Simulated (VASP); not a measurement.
# Nb (Fm-3m) in VASP: a series of runs, part 2 of 3

VASP 6.6.1. The steps go on from the part before.

### Step 4. Single point, PBE

This run uses another cell than the first one, of 18.72 Å³/atom, 1.042 times its volume.

INCAR

```
SYSTEM = Nb
ALGO = Normal ; EDIFF = 1E-7
ENCUT = 520 ; GGA = PE
ISIF = 2 ; ISMEAR = 0
LASPH = .TRUE. ; LCHARG = .FALSE.
LREAL = .FALSE. ; LWAVE = .FALSE.
NBANDS = 12 ; NELM = 80
PREC = Accurate ; SIGMA = 0.05
```

KPOINTS

```
k-points
0
G
  8 8 8
  0 0 0
```

POSCAR

```
Nb
1.0
    0.0000000000      2.1076182726      2.1076182726
    2.1076182726      0.0000000000      2.1076182726
    2.1076182726      2.1076182726      0.0000000000
Nb
1
Direct
    0.0000000000      0.0000000000      0.0000000000
```

Potentials or basis: VASP PAW PBE potentials, release 64 (Nb_sv).

Run with:

```
cat potpaw_PBE.64/Nb_sv/POTCAR > POTCAR
mpirun -np 1 vasp_std > vasp.out
```

OUTCAR:

```text
SYSTEM = Nb
   EDIFF = 1E-7
   ENCUT = 520
   GGA = PE
   ISIF = 2
   ISMEAR = 0
   LASPH = .TRUE.
   LREAL = .FALSE.
   NELM = 80
   PREC = Accurate

 ion  position               nearest neighbor table
   1  0.000  0.000  0.000-

  LATTYP: Found a face centered cubic cell.
 ALAT       =     4.2152365452

  Lattice vectors:

 A1 = (   0.0000000000,   2.1076182726,   2.1076182726)
 A2 = (   2.1076182726,   0.0000000000,   2.1076182726)
 A3 = (   2.1076182726,   2.1076182726,   0.0000000000)

Analysis of symmetry for initial positions (statically):
=====================================================================
 Subroutine PRICEL returns:
 Original cell was already a primitive cell.

 Routine SETGRP: Setting up the symmetry group for a
 face centered cubic supercell.

 Subroutine GETGRP returns: Found 48 space group operations
 (whereof 48 operations were pure point group operations)
 out of a pool of 48 trial point group operations.

The static configuration has the point symmetry O_h .

Analysis of symmetry for dynamics (positions and initial velocities):
=====================================================================
 Subroutine PRICEL returns:
 Original cell was already a primitive cell.

 Routine SETGRP: Setting up the symmetry group for a
 face centered cubic supercell.

 Subroutine GETGRP returns: Found 48 space group operations
 (whereof 48 operations were pure point group operations)
 out of a pool of 48 trial point group operations.

The dynamic configuration has the point symmetry O_h .

 Subroutine INISYM returns: Found 48 space group operations
 (whereof 48 operations are pure point group operations),
 and found     1 'primitive' translations

----------------------------------------------------------------------------------------

                                     Primitive cell

  volume of cell :      18.7243

  direct lattice vectors                    reciprocal lattice vectors
     0.000000000  2.107618273  2.107618273    -0.237234611  0.237234611  0.237234611
     2.107618273  0.000000000  2.107618273     0.237234611 -0.237234611  0.237234611
     2.107618273  2.107618273  0.000000000     0.237234611  0.237234611 -0.237234611

  length of vectors
     2.980622345  2.980622345  2.980622345     0.410902399  0.410902399  0.410902399

  position of ions in fractional coordinates (direct lattice)
     0.000000000  0.000000000  0.000000000

  ion indices of the primitive-cell ions
   primitive index   ion index
                 1           1

----------------------------------------------------------------------------------------

 KPOINTS: k-points

Automatic generation of k-mesh.
 Grid dimensions read from file:
 generate k-points for:    8    8    8

 Generating k-lattice:

  Cartesian coordinates                     Fractional coordinates (reciprocal lattice)
    -0.029654326  0.029654326  0.029654326     0.125000000  0.000000000  0.000000000
     0.029654326 -0.029654326  0.029654326     0.000000000  0.125000000  0.000000000
     0.029654326  0.029654326 -0.029654326     0.000000000  0.000000000  0.125000000

  Length of vectors
     0.051362800  0.051362800  0.051362800

  Shift w.r.t. Gamma in fractional coordinates (k-lattice)
     0.000000000  0.000000000  0.000000000

 Subroutine IBZKPT returns following result:
 ===========================================

 Found     29 irreducible k-points:

 Following reciprocal coordinates:
            Coordinates               Weight
  0.000000  0.000000  0.000000      1.000000
  0.125000  0.000000  0.000000      8.000000
  0.250000  0.000000  0.000000      8.000000
  0.375000  0.000000  0.000000      8.000000
  0.500000  0.000000  0.000000      4.000000
  0.125000  0.125000  0.000000      6.000000
[... 16 lines left out ...]
  0.500000  0.250000  0.125000     48.000000
 -0.375000  0.250000  0.125000     24.000000
 [... further k-points ...]
   k-points           NKPTS =     29   k-points in BZ     NKDIM =     29   number of bands    NBANDS=     12
   number of dos      NEDOS =    301   number of ions     NIONS =      1
   total plane-waves  NPLWV =  13824
   dimension x,y,z NGX =    24 NGY =   24 NGZ =   24
   dimension x,y,z NGXF=    48 NGYF=   48 NGZF=   48
   ions per type =               1
   NGX,Y,Z   is equivalent  to a cutoff of  13.39, 13.39, 13.39 a.u.
   NGXF,Y,Z  is equivalent  to a cutoff of  26.77, 26.77, 26.77 a.u.
 SYSTEM =  Nb
   PREC   = accura    normal or accurate (medium, high low for compatibility)
   ISTART =      0    job   : 0-new  1-cont  2-samecut
   ICHARG =      2    charge: 1-file 2-atom 10-const
   ISPIN  =      1    spin polarized calculation?
   LNONCOLLINEAR =      F non collinear calculations
   LSORBIT =      F    spin-orbit coupling
   LASPH  =      T    aspherical Exc in radial PAW
   ENCUT  =  520.0 eV  38.22 Ry    6.18 a.u.   5.54  5.54  5.54*2*pi/ulx,y,z
   NELM   =     80;   NELMIN=  2; NELMDL= -5     # of ELM steps
   EDIFF  = 0.1E-06   stopping-criterion for ELM
   LREAL  =      F    real-space projection
   EDIFFG = 0.1E-05   stopping-criterion for IOM
   NSW    =      0    number of steps for IOM
   IBRION =     -1    ionic relax: 0-MD 1-quasi-New 2-CG
   NFREE  =      0    steps in history (QN), initial steepest desc. (CG)
   ISIF   =      2    stress and relaxation
   ISYM   =      2    0-nonsym 1-usesym 2-fastsym
   POTIM  = 0.5000    time-step for ionic-motion
   TEBEG  =    0.0;   TEEND  =   0.0 temperature during run
   PSTRESS=    0.0 pullay stress
   NELECT =      13.0000    total number of electrons
   NUPDOWN=      -1.0000    fix difference up-down
   EMIN   =  10.00;   EMAX   =-10.00  energy-range for DOS
   EFERMI =   0.00;   METHOD = LEGACY
   ISMEAR =     0;   SIGMA  =   0.05  broadening in eV -4-tet -1-fermi 0-gaus
   EFERMI_NEDOS =   21; number of points for ismear=-14 and -15
   IALGO  =     38    algorithm
   IMIX   =      4    mixing-type and parameters
     AMIX     =   0.40;   BMIX     =  1.00
     AMIX_MAG =   1.60;   BMIX_MAG =  1.00
  volume/ion in A,a.u.               =      18.72       126.36
  Fermi-wavevector in a.u.,A,eV,Ry     =   1.449619  2.739383 28.591234  2.101396
  Thomas-Fermi vector in A             =   2.567325
   LORBIT       =      0    0 simple, 1 ext, 2 COOP (PROOUT), +10 PAW based schemes
   GGA     = PE    functional components
   LHFCALC =     F    Hartree Fock is set to
   AEXX    =    0.0000 exact exchange contribution
   IVDW    =     0    specifies the selected vdW correction
   LEPSILON=     F    determine dielectric tensor
   LRPA    =     F    only Hartree local field effects (RPA)
 non-spin polarized calculation
 Gauss-broadening in eV      SIGMA  =   0.05
  energy-cutoff  :      520.00
  volume of cell :       18.72
 maximum number of plane-waves:       531
 NGX is ok and might be reduce to    24
   NGX = 11   NGY = 11   NGZ = 11

 number of electron      13.0000001 magnetization

 Free energy of the ion-electron system (eV)
  ---------------------------------------------------
  ext. energy  EPLUGINS =         0.00000000
  ---------------------------------------------------
  free energy    TOTEN  =        -9.88461382 eV

  energy without entropy =       -9.88237231  energy(sigma->0) =       -9.88349306

 E-fermi :  11.0074     XC(G=0): -12.3014

 val. band max:       10.9798086320   @ k =   0.5000   0.2500   0.0000
 cond. band min:      11.0214215124   @ k =  -0.2500   0.1250   0.0000
 fundamental gap:      0.0416128803
 Fermi energy:        11.0073883585

 k-point     1 :       0.0000    0.0000    0.0000
  band No.  band energies     occupation
      1     -43.7746      2.00000
      2     -19.1592      2.00000
      3     -19.1592      2.00000
      4     -19.1592      2.00000
      5       4.7696      2.00000
      6      11.1118      0.00315
      7      11.1118      0.00315
      8      11.1118      0.00315
      9      13.7134      0.00000
     10      13.7134      0.00000
     11      22.8267      0.00000
     12      27.6073      0.00000

 k-point     2 :       0.1250    0.0000    0.0000
  band No.  band energies     occupation
      1     -43.7465      2.00000
      2     -19.3450      2.00000
      3     -19.1823      2.00000
      4     -19.1823      2.00000
      5       5.3315      2.00000
      6      10.7151      2.00000
      7      11.3473      0.00000
      8      11.3473      0.00000
      9      13.5281      0.00000
     10      13.5281      0.00000
     11      23.8872      0.00000
     12      25.8278      0.00000
[... 316 lines left out ...]
 k-point    24 :      -0.3750    0.2500    0.1250
  band No.  band energies     occupation
      1     -43.5473      2.00000
      2     -20.1929      2.00000
      3     -19.6338      2.00000
      4     -19.4152      2.00000
      5       8.4219      2.00000
      6       9.3863      2.00000
      7      10.8886      1.99922
      8      12.1840      0.00000
      9      15.3236      0.00000
     10      18.3262      0.00000
     11      20.6319      0.00000
     12      25.1584      0.00000

 [... further k-points ...]
[... 5 lines left out ...]
  --------------------------------------------------------------------------------------
  -------------------------------------------------------------------------------------
  Total       -0.0312195     -0.0312195     -0.0312195     -0.0000000      0.0000000     -0.0000000
  in kB       -2.6713466     -2.6713466     -2.6713466     -0.0000000      0.0000000     -0.0000000
  external PRESSURE =      -2.6713466 kB  Pullay stress =       0.0000000 kB

 VOLUME and BASIS-vectors are now :
 -----------------------------------------------------------------------------
  energy-cutoff  :      520.00
  volume of cell :       18.72
      direct lattice vectors                 reciprocal lattice vectors
     0.000000000  2.107618273  2.107618273    -0.237234611  0.237234611  0.237234611
     2.107618273  0.000000000  2.107618273     0.237234611 -0.237234611  0.237234611
     2.107618273  2.107618273  0.000000000     0.237234611  0.237234611 -0.237234611

 POSITION                                       TOTAL-FORCE (eV/Angst)
 -----------------------------------------------------------------------------------
      0.00000      0.00000      0.00000         0.000000      0.000000      0.000000
 -----------------------------------------------------------------------------------
    total drift:                               -0.000000      0.000000      0.000000

  FREE ENERGIE OF THE ION-ELECTRON SYSTEM (eV)
  ---------------------------------------------------
  free  energy   TOTEN  =        -9.8846138200 eV

  energy  without entropy=       -9.8823723076  energy(sigma->0) =       -9.88349306
```

OSZICAR:

```text
N       E                     dE             d eps       ncg     rms          rms(c)
DAV:   1     0.117302675162E+03    0.11730E+03   -0.72677E+03   696   0.107E+03
DAV:   2    -0.559578518418E+01   -0.12290E+03   -0.11892E+03   756   0.388E+02
DAV:   3    -0.100989761307E+02   -0.45032E+01   -0.42484E+01  1024   0.642E+01
DAV:   4    -0.103304462824E+02   -0.23147E+00   -0.23049E+00   944   0.139E+01
DAV:   5    -0.103394059164E+02   -0.89596E-02   -0.89581E-02  1024   0.229E+00    0.664E+00
DAV:   6    -0.992840002117E+01    0.41101E+00   -0.65884E-01  1096   0.101E+01    0.233E+00
DAV:   7    -0.988011363783E+01    0.48286E-01   -0.19370E-01  1128   0.544E+00    0.982E-01
DAV:   8    -0.988455105938E+01   -0.44374E-02   -0.12874E-02   832   0.151E+00    0.326E-02
DAV:   9    -0.988460368500E+01   -0.52626E-04   -0.79089E-04  1136   0.253E-01    0.418E-02
DAV:  10    -0.988461964478E+01   -0.15960E-04   -0.15646E-05   860   0.530E-02    0.159E-02
DAV:  11    -0.988461413891E+01    0.55059E-05   -0.70621E-06   840   0.466E-02    0.314E-03
DAV:  12    -0.988461394688E+01    0.19204E-06   -0.36744E-07   904   0.488E-03    0.803E-04
DAV:  13    -0.988461382154E+01    0.12534E-06   -0.12053E-08   516   0.161E-03    0.359E-05
DAV:  14    -0.988461381999E+01    0.15486E-08   -0.22227E-09   472   0.745E-04
   1 F= -.98846138E+01 E0= -.98834931E+01  d E =-.224151E-02
```

It took 6.4 s on 1 thread of Intel Xeon 6975P-C, shared host; peak memory 0.14 GiB.

Results:

```yaml
Free_energy: -9.8846 eV
Pressure: -0.3 GPa
```

(Continued in part 3 of 3.)
